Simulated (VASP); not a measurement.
# LiFeN (P-6m2) in VASP: a series of runs

The runs below take LiFeN through single point, with LDA+U.

Program: VASP 6.6.1. These are calculated values, not measurements. Logs are shortened: lines on timing, memory, paths and dates and some standing lists are left out, and cuts for length are marked.

## (1) The cell of the first run

It takes space group P-6m2 (No. 187, hexagonal). The conventional cell has a = 3.039 Å, b = 3.039 Å, c = 4.316 Å, α = 90.00°, β = 90.00°, γ = 120.00°. Li (site symmetry -6m2) has 2 N at 2.16 Å and 6 Fe at 2.78 Å within 2.9 Å. Within 2.3 Å of Fe (site symmetry -6m2) lie 3 N at 1.75 Å. N (site symmetry -6m2) has 3 Fe at 1.75 Å and 2 Li at 2.16 Å within 2.3 Å.

## (2) Single point, LDA+U, collinear spin, ferromagnetic start

INCAR reads:

```
SYSTEM = LiFeN
PREC = Accurate ; ENCUT = 520
EDIFF = 1E-6 ; ISMEAR = -1
SIGMA = 0.05 ; LREAL = .False.
LASPH = .True. ; NELM = 150
ALGO = Normal ; ISIF = 2
LWAVE = .False. ; LCHARG = .False.
ISPIN = 2 ; MAGMOM = 0 2.4 0
LORBIT = 11 ; LMAXMIX = 4
LDAU = .True. ; LDAUTYPE = 2
LDAUL = -1 2 -1 ; LDAUU = 0 3.5 0
LDAUJ = 0 0 0 ; LDAUPRINT = 1
GGA = CA ; NBANDS = 19
```

KPOINTS reads:

```
regular mesh
0
Gamma
  13 13 8
  0 0 0
```

POSCAR reads:

```
LiFeN
1.0
    3.0385880000      0.0000000000      0.0000000000
   -1.5192940000      2.6314950200      0.0000000000
    0.0000000000      0.0000000000      4.3162630154
Li Fe N
1 1 1
Direct
    0.3333333333      0.6666666667      0.0000000000
    0.6666666667      0.3333333333      0.5000000000
    0.3333333333      0.6666666667      0.5000000000
```

Potentials or basis: VASP PAW LDA potentials, release 64 (Li_sv, Fe, N).

Run with:

```
> cat potpaw_LDA.64/Li_sv/POTCAR potpaw_LDA.64/Fe/POTCAR potpaw_LDA.64/N/POTCAR > POTCAR
> mpirun -np 1 vasp_std > vasp.out
```

OUTCAR:

```text
SYSTEM = LiFeN
   PREC = Accurate
   ENCUT = 520
   EDIFF = 1E-6
   ISMEAR = -1
   LREAL = .False.
   LASPH = .True.
   NELM = 150
   ISIF = 2
   ISPIN = 2
   LORBIT = 11
   GGA = CA

 ion  position               nearest neighbor table
   1  0.333  0.667  0.000-   3 2.16   3 2.16   2 2.78   2 2.78   2 2.78   2 2.78   2 2.78   2 2.78

   2  0.667  0.333  0.500-   3 1.75   3 1.75   3 1.75   1 2.78   1 2.78   1 2.78   1 2.78   1 2.78
                             1 2.78
   3  0.333  0.667  0.500-   2 1.75   2 1.75   2 1.75   1 2.16   1 2.16

  LATTYP: Found a hexagonal cell.
 ALAT       =     3.0385880000
 C/A-ratio  =     1.4204831374

  Lattice vectors:

 A1 = (   3.0385880000,   0.0000000000,   0.0000000000)
 A2 = (  -1.5192940000,   2.6314950200,   0.0000000000)
 A3 = (   0.0000000000,   0.0000000000,   4.3162630154)

Analysis of symmetry for initial positions (statically):
=====================================================================
 Subroutine PRICEL returns:
 Original cell was already a primitive cell.

 Routine SETGRP: Setting up the symmetry group for a
 hexagonal supercell.

 Subroutine GETGRP returns: Found 12 space group operations
 (whereof 12 operations were pure point group operations)
 out of a pool of 24 trial point group operations.

The static configuration has the point symmetry D_3h.

Analysis of symmetry for dynamics (positions and initial velocities):
=====================================================================
 Subroutine PRICEL returns:
 Original cell was already a primitive cell.

 Routine SETGRP: Setting up the symmetry group for a
 hexagonal supercell.

 Subroutine GETGRP returns: Found 12 space group operations
 (whereof 12 operations were pure point group operations)
 out of a pool of 24 trial point group operations.

The dynamic configuration has the point symmetry D_3h.

Analysis of structural, dynamic, and magnetic symmetry:
=====================================================================
 Subroutine PRICEL returns:
 Original cell was already a primitive cell.

 Routine SETGRP: Setting up the symmetry group for a
 hexagonal supercell.

 Subroutine GETGRP returns: Found 12 space group operations
 (whereof 12 operations were pure point group operations)
 out of a pool of 24 trial point group operations.

The overall configuration has the point symmetry D_3h.

 Subroutine INISYM returns: Found 12 space group operations
 (whereof 12 operations are pure point group operations),
 and found     1 'primitive' translations

----------------------------------------------------------------------------------------

                                     Primitive cell

  volume of cell :      34.5130

  direct lattice vectors                    reciprocal lattice vectors
     3.038588000  0.000000000  0.000000000     0.329100227  0.190006060  0.000000000
    -1.519294000  2.631495020  0.000000000     0.000000000  0.380012119  0.000000000
     0.000000000  0.000000000  4.316263015     0.000000000  0.000000000  0.231681896

  length of vectors
     3.038588000  3.038588537  4.316263015     0.380012187  0.380012119  0.231681896

  position of ions in fractional coordinates (direct lattice)
     0.333333333  0.666666667  0.000000000
     0.666666667  0.333333333  0.500000000
     0.333333333  0.666666667  0.500000000

  ion indices of the primitive-cell ions
[... 68 lines left out ...]
   ISTART =      0    job   : 0-new  1-cont  2-samecut
   ICHARG =      2    charge: 1-file 2-atom 10-const
   ISPIN  =      2    spin polarized calculation?
   LNONCOLLINEAR =      F non collinear calculations
   LSORBIT =      F    spin-orbit coupling
   LASPH  =      T    aspherical Exc in radial PAW
   ENCUT  =  520.0 eV  38.22 Ry    6.18 a.u.   5.65  5.65  8.03*2*pi/ulx,y,z
   NELM   =    150;   NELMIN=  2; NELMDL= -5     # of ELM steps
   EDIFF  = 0.1E-05   stopping-criterion for ELM
   LREAL  =      F    real-space projection
   EDIFFG = 0.1E-04   stopping-criterion for IOM
   NSW    =      0    number of steps for IOM
   IBRION =     -1    ionic relax: 0-MD 1-quasi-New 2-CG
   NFREE  =      0    steps in history (QN), initial steepest desc. (CG)
   ISIF   =      2    stress and relaxation
   ISYM   =      2    0-nonsym 1-usesym 2-fastsym
   POTIM  = 0.5000    time-step for ionic-motion
   TEBEG  =    0.0;   TEEND  =   0.0 temperature during run
   PSTRESS=    0.0 pullay stress
   NELECT =      16.0000    total number of electrons
   NUPDOWN=      -1.0000    fix difference up-down
   EMIN   =  10.00;   EMAX   =-10.00  energy-range for DOS
   EFERMI =   0.00;   METHOD = LEGACY
   ISMEAR =    -1;   SIGMA  =   0.05  broadening in eV -4-tet -1-fermi 0-gaus
   EFERMI_NEDOS =   21; number of points for ismear=-14 and -15
   IALGO  =     38    algorithm
   IMIX   =      4    mixing-type and parameters
     AMIX     =   0.40;   BMIX     =  1.00
     AMIX_MAG =   1.60;   BMIX_MAG =  1.00
  volume/ion in A,a.u.               =      11.50        77.63
  Fermi-wavevector in a.u.,A,eV,Ry     =   1.267031  2.394342 21.842368  1.605369
  Thomas-Fermi vector in A             =   2.400201
   LORBIT       =     11    0 simple, 1 ext, 2 COOP (PROOUT), +10 PAW based schemes
 LDA+U is selected, type is set to LDAUTYPE =  2
   angular momentum for each species LDAUL =    -1    2   -1
   U (eV)           for each species LDAUU =   0.0  3.5  0.0
   J (eV)           for each species LDAUJ =   0.0  0.0  0.0
   GGA     = CA    functional components
   LHFCALC =     F    Hartree Fock is set to
   AEXX    =    0.0000 exact exchange contribution
   IVDW    =     0    specifies the selected vdW correction
   LEPSILON=     F    determine dielectric tensor
   LRPA    =     F    only Hartree local field effects (RPA)
 spin polarized calculation
  energy-cutoff  :      520.00
  volume of cell :       34.51
 maximum number of plane-waves:       952
 NGX is ok and might be reduce to    24

atom =   2  type =  2  l = 2

 onsite density matrix

spin component  1

  0.9057 -0.0000  0.0000  0.0000  0.0000
 -0.0000  0.9608  0.0000 -0.0000 -0.0000
  0.0000  0.0000  0.8676  0.0000  0.0000
  0.0000 -0.0000  0.0000  0.9608  0.0000
  0.0000 -0.0000  0.0000  0.0000  0.9057

spin component  2

  0.4507  0.0000 -0.0000 -0.0000  0.0000
  0.0000  0.1377 -0.0000  0.0000  0.0000
 -0.0000 -0.0000  0.7507 -0.0000  0.0000
 -0.0000  0.0000 -0.0000  0.1377 -0.0000
  0.0000  0.0000  0.0000 -0.0000  0.4507

 occupancies and eigenvectors

  o =  0.1377  v =  0.0000  0.0000  0.0000  0.0000  0.0000  0.0000  0.0000 -0.0000 -1.0000 -0.0000      0.0000  0.0000  0.0000  0.0000  0.0000  0.0000  0.0000  0.0000  0.0000  0.0000
  o =  0.1377  v =  0.0000  0.0000  0.0000  0.0000  0.0000  0.0000 -1.0000  0.0000 -0.0000  0.0000      0.0000  0.0000  0.0000  0.0000  0.0000  0.0000  0.0000  0.0000  0.0000  0.0000
  o =  0.4507  v =  0.0000  0.0000  0.0000  0.0000  0.0000  0.0000  0.0000 -0.0000 -0.0000  1.0000      0.0000  0.0000  0.0000  0.0000  0.0000  0.0000  0.0000  0.0000  0.0000  0.0000
  o =  0.4507  v =  0.0000  0.0000  0.0000  0.0000  0.0000  1.0000  0.0000  0.0000  0.0000  0.0000      0.0000  0.0000  0.0000  0.0000  0.0000  0.0000  0.0000  0.0000  0.0000  0.0000
  o =  0.7507  v =  0.0000  0.0000  0.0000  0.0000  0.0000  0.0000 -0.0000 -1.0000  0.0000 -0.0000      0.0000  0.0000  0.0000  0.0000  0.0000  0.0000  0.0000  0.0000  0.0000  0.0000
  o =  0.8676  v =  0.0000 -0.0000 -1.0000  0.0000  0.0000  0.0000  0.0000  0.0000  0.0000  0.0000      0.0000  0.0000  0.0000  0.0000  0.0000  0.0000  0.0000  0.0000  0.0000  0.0000
  o =  0.9057  v =  1.0000  0.0000  0.0000  0.0000  0.0000  0.0000  0.0000  0.0000  0.0000  0.0000      0.0000  0.0000  0.0000  0.0000  0.0000  0.0000  0.0000  0.0000  0.0000  0.0000
  o =  0.9057  v =  0.0000 -0.0000  0.0000  0.0000  1.0000  0.0000  0.0000  0.0000  0.0000  0.0000      0.0000  0.0000  0.0000  0.0000  0.0000  0.0000  0.0000  0.0000  0.0000  0.0000
  o =  0.9608  v =  0.0000 -0.0000  0.0000  1.0000 -0.0000  0.0000  0.0000  0.0000  0.0000  0.0000      0.0000  0.0000  0.0000  0.0000  0.0000  0.0000  0.0000  0.0000  0.0000  0.0000
  o =  0.9608  v =  0.0000  1.0000 -0.0000  0.0000  0.0000  0.0000  0.0000  0.0000  0.0000  0.0000      0.0000  0.0000  0.0000  0.0000  0.0000  0.0000  0.0000  0.0000  0.0000  0.0000

 number of electron      15.9999992 magnetization       2.8528391

 Free energy of the ion-electron system (eV)
  ---------------------------------------------------
  ext. energy  EPLUGINS =         0.00000000
  ---------------------------------------------------
  free energy    TOTEN  =       -17.83428170 eV

  energy without entropy =      -17.82600799  energy(sigma->0) =      -17.83014484

 E-fermi :   4.1517     XC(G=0): -10.4801

 val. band max:        4.1444324395   @ k =   0.3846   0.0769   0.2500
 cond. band min:       4.1542771730   @ k =   0.1538   0.1538   0.5000
 fundamental gap:      0.0098447335
 Fermi energy:         4.1517361584

 spin component 1

 k-point     1 :       0.0000    0.0000    0.0000
  band No.  band energies     occupation
      1     -41.2637      1.00000
      2     -12.2568      1.00000
      3      -3.8541      1.00000
      4      -3.8541      1.00000
      5      -1.1219      1.00000
      6      -0.4521      1.00000
[... 1049 lines left out ...]
     18      20.7184      0.00000
     19      22.4296      0.00000

 [... further k-points ...]
[... 5 lines left out ...]
  --------------------------------------------------------------------------------------
  -------------------------------------------------------------------------------------
  Total        5.3099576      5.3099601     -2.1589636      0.0000000      0.0000000     -0.0000000
  in kB      246.5013855    246.5015018   -100.2244403      0.0000000      0.0000000     -0.0000000
  external PRESSURE =     130.9261490 kB  Pullay stress =       0.0000000 kB

 VOLUME and BASIS-vectors are now :
 -----------------------------------------------------------------------------
  energy-cutoff  :      520.00
  volume of cell :       34.51
      direct lattice vectors                 reciprocal lattice vectors
     3.038588000  0.000000000  0.000000000     0.329100227  0.190006060  0.000000000
    -1.519294000  2.631495020  0.000000000     0.000000000  0.380012119  0.000000000
     0.000000000  0.000000000  4.316263015     0.000000000  0.000000000  0.231681896

 POSITION                                       TOTAL-FORCE (eV/Angst)
 -----------------------------------------------------------------------------------
     -0.00000      1.75433      0.00000        -0.000000     -0.000000      0.000000
      1.51929      0.87717      2.15813        -0.000000      0.000000      0.000000
     -0.00000      1.75433      2.15813         0.000000      0.000000      0.000000
 -----------------------------------------------------------------------------------
    total drift:                               -0.000001      0.000008     -0.000000

  FREE ENERGIE OF THE ION-ELECTRON SYSTEM (eV)
  ---------------------------------------------------
  free  energy   TOTEN  =       -17.8342816953 eV

  energy  without entropy=      -17.8260079898  energy(sigma->0) =      -17.83014484

 total charge

# of ion       s       p       d       tot
------------------------------------------
    1        2.023   0.079   0.000   2.101
    2        0.584   0.763   6.485   7.832
    3        1.255   2.502   0.000   3.757
--------------------------------------------------
tot          3.862   3.344   6.485  13.691

 magnetization (x)

# of ion       s       p       d       tot
------------------------------------------
    1       -0.001  -0.007   0.000  -0.008
    2        0.035   0.082   2.671   2.788
    3        0.005   0.059   0.000   0.065
--------------------------------------------------
tot          0.039   0.135   2.671   2.844
```

Wall time 96 s (1 thread of Oxide Virtual Turin-like, shared host); peak memory 0.19 GiB.

Results:

```
Free energy                                           : -17.8343 eV
Net moment                                            : 2.85 μB per cell
Site moments                                          : Li -0.01; Fe +2.79; N +0.07 μB
Valence electrons inside the program's atomic spheres : Li 2.10; Fe 7.83; N 3.76
```

Eigenvalues of the final occupation matrices:
```csv
site,spin,trace,eigenvalues
site 2 d,1,4.60,0.87 0.91 0.91 0.96 0.96
site 2 d,2,1.93,0.14 0.14 0.45 0.45 0.75
```

Caveat: the cutoff is under 1.25 times the usual one of these potentials, so pressure, stress and relaxed cells hold a basis-set (Pulay) error; a cell with one magnetic atom can't hold antiferromagnetic order, which such compounds often take.

## (3) Single point, LDA+U, collinear spin, ferromagnetic start

INCAR reads:

```
PREC = Accurate
ENCUT = 520
EDIFF = 1E-7
ISMEAR = -1
SIGMA = 0.05
LREAL = False
LASPH = True
NELM = 150
ALGO = Normal
ISIF = 2
LWAVE = False
LCHARG = True
ISPIN = 2
MAGMOM = 0 2.4 0
LORBIT = 11
LMAXMIX = 4
LDAU = True
LDAUTYPE = 2
LDAUL = -1 2 -1
LDAUU = 0 3.5 0
LDAUJ = 0 0 0
LDAUPRINT = 1
GGA = CA
LELF = True
LVHAR = True
NBANDS = 19
```

KPOINTS reads:

```
Automatic mesh
0
Gamma
  13 13 8
```

POSCAR reads:

```
LiFeN
1.0
    3.0592586667      0.0000000000      0.0000000000
   -1.5296293333      2.6493963467      0.0000000000
    0.0000000000      0.0000000000      4.2581321905
Li Fe N
1 1 1
Direct
    0.3333333333      0.6666666667      0.0000000000
    0.6666666667      0.3333333333      0.5000000000
    0.3333333333      0.6666666667      0.5000000000
```

Potentials or basis: VASP PAW LDA potentials, release 64 (Li_sv, Fe, N).

Run with:

```
> cat potpaw_LDA.64/Li_sv/POTCAR potpaw_LDA.64/Fe/POTCAR potpaw_LDA.64/N/POTCAR > POTCAR
> mpirun -np 1 vasp_std > vasp.out
```

It took 2.5 min on 1 thread of Oxide Virtual Turin-like, shared host; peak memory 0.19 GiB.

The run converged. Its results:

```
Free energy                                           : -17.9284 eV
Net moment                                            : 2.87 μB per cell
Site moments                                          : Li -0.01; Fe +2.81; N +0.06 μB
Valence electrons inside the program's atomic spheres : Li 2.10; Fe 7.78; N 3.75
```

Levels at points of the mesh, in eV from the Fermi level:
Spin up:
| k point | band 8 | band 9 | band 10 | band 11 | band 12 | band 13 |
| --- | --- | --- | --- | --- | --- | --- |
| (0.00, 0.00, 0.00) | -4.37 | 0.91 | 2.59 | 2.59 | 7.42 | 8.64 |
| (0.00, 0.00, 0.50) | -3.75 | 2.01 | 2.63 | 2.63 | 4.15 | 10.90 |
Spin down:
| k point | band 4 | band 5 | band 6 | band 7 | band 8 | band 9 |
| --- | --- | --- | --- | --- | --- | --- |
| (0.00, 0.00, 0.00) | -5.79 | -4.89 | -3.38 | 1.20 | 1.20 | 1.92 |
| (0.00, 0.00, 0.50) | -5.77 | -5.53 | -1.86 | 1.14 | 1.14 | 2.04 |

Eigenvalues of the final occupation matrices:
| site | spin | trace | eigenvalues |
| --- | --- | --- | --- |
| site 2 d | 1 | 4.60 | 0.87 0.91 0.91 0.96 0.96 |
| site 2 d | 2 | 1.90 | 0.13 0.13 0.44 0.44 0.75 |

Caveat: the cutoff is under 1.25 times the usual one of these potentials, so pressure, stress and relaxed cells hold a basis-set (Pulay) error; a cell with one magnetic atom can't hold antiferromagnetic order, which such compounds often take. The state reached can hang on the start; a lower one may exist.

## (4) Single point, LDA+U, collinear spin, ferromagnetic start

This run uses another cell than the first one, of the same volume but with other edges.

INCAR reads:

```
SYSTEM = LiFeN
PREC = Accurate ; ENCUT = 520
EDIFF = 1E-7 ; ISMEAR = -1
SIGMA = 0.05 ; LREAL = .FALSE.
LASPH = .TRUE. ; NELM = 150
ALGO = Normal ; ISIF = 2
LWAVE = .FALSE. ; LCHARG = .FALSE.
ISPIN = 2 ; MAGMOM = 0 2.4 0
LORBIT = 11 ; LMAXMIX = 4
LDAU = .TRUE. ; LDAUTYPE = 2
LDAUL = -1 2 -1 ; LDAUU = 0 3.5 0
LDAUJ = 0 0 0 ; LDAUPRINT = 1
NBANDS = 19
```

KPOINTS reads:

```
regular mesh
0
G
  13 13 8
  0 0 0
```

POSCAR reads:

```
LiFeN
1.0
    3.0799293333      0.0000000000      0.0000000000
   -1.5399646667      2.6672976733      0.0000000000
    0.0000000000      0.0000000000      4.2011678528
Li Fe N
1 1 1
Direct
    0.3333333333      0.6666666667      0.0000000000
    0.6666666667      0.3333333333      0.5000000000
    0.3333333333      0.6666666667      0.5000000000
```

Run with:

```
> cat potpaw_LDA.64/Li_sv/POTCAR potpaw_LDA.64/Fe/POTCAR potpaw_LDA.64/N/POTCAR > POTCAR
> mpirun -np 1 vasp_std > vasp.out
```

Wall time 96 s (1 thread of Oxide Virtual Turin-like, shared host); peak memory 0.19 GiB.

It converged, with:

| Item | Value |
| --- | --- |
| Free energy | -18.0079 eV |
| Net moment | 2.89 μB per cell |
| Site moments | Li -0.01; Fe +2.83; N +0.06 μB |
| Valence electrons inside the program's atomic spheres | Li 2.11; Fe 7.72; N 3.74 |

Levels at points of the mesh, in eV from the Fermi level:
Spin up:
```
           k point  band 8  band 9  band 10  band 11  band 12  band 13
(0.00, 0.00, 0.00)   -4.39    0.93     2.44     2.44     7.63     8.70
(0.00, 0.00, 0.50)   -3.72    2.11     2.48     2.48     4.17    11.08
```
Spin down:
| k point | band 4 | band 5 | band 6 | band 7 | band 8 | band 9 |
| --- | --- | --- | --- | --- | --- | --- |
| (0.00, 0.00, 0.00) | -5.69 | -4.82 | -3.34 | 1.21 | 1.21 | 1.92 |
| (0.00, 0.00, 0.50) | -5.67 | -5.47 | -1.79 | 1.14 | 1.14 | 2.14 |

Eigenvalues of the final occupation matrices:
```csv
site,spin,trace,eigenvalues
site 2 d,1,4.60,0.87 0.90 0.90 0.96 0.96
site 2 d,2,1.88,0.13 0.13 0.43 0.43 0.76
```

Caveat: the cutoff is under 1.25 times the usual one of these potentials, so pressure, stress and relaxed cells hold a basis-set (Pulay) error; a cell with one magnetic atom can't hold antiferromagnetic order, which such compounds often take. The state reached can hang on the start; a lower one may exist.

## (5) Overview

| cell | gap on the mesh (eV) | moment (μB) |
| --- | --- | --- |
| a = 3.039, b = 3.039, c = 4.316 Å, angles 90.0, 90.0, 120.0°, 3 atoms | none | 2.85 |
| a = 3.059, b = 3.059, c = 4.258 Å, angles 90.0, 90.0, 120.0°, 3 atoms | none | 2.87 |
| a = 3.080, b = 3.080, c = 4.201 Å, angles 90.0, 90.0, 120.0°, 3 atoms | none | 2.89 |

Alike in all rows: task single point; level LDA+U; potentials or basis VASP PAW LDA potentials, release 64 (Li_sv, Fe, N); spin collinear, ferromagnetic start; Fe d U = 3.5 eV; k mesh 13 × 13 × 8; cutoff (eV) 520; smearing fermi-dirac 0.05 eV.

Caveats: the cutoff is under 1.25 times the usual one of these potentials, so pressure, stress and relaxed cells hold a basis-set (Pulay) error; a cell with one magnetic atom can't hold antiferromagnetic order, which such compounds often take.

Total energies depend on the potentials used, so only differences within one code and one set of settings carry meaning.
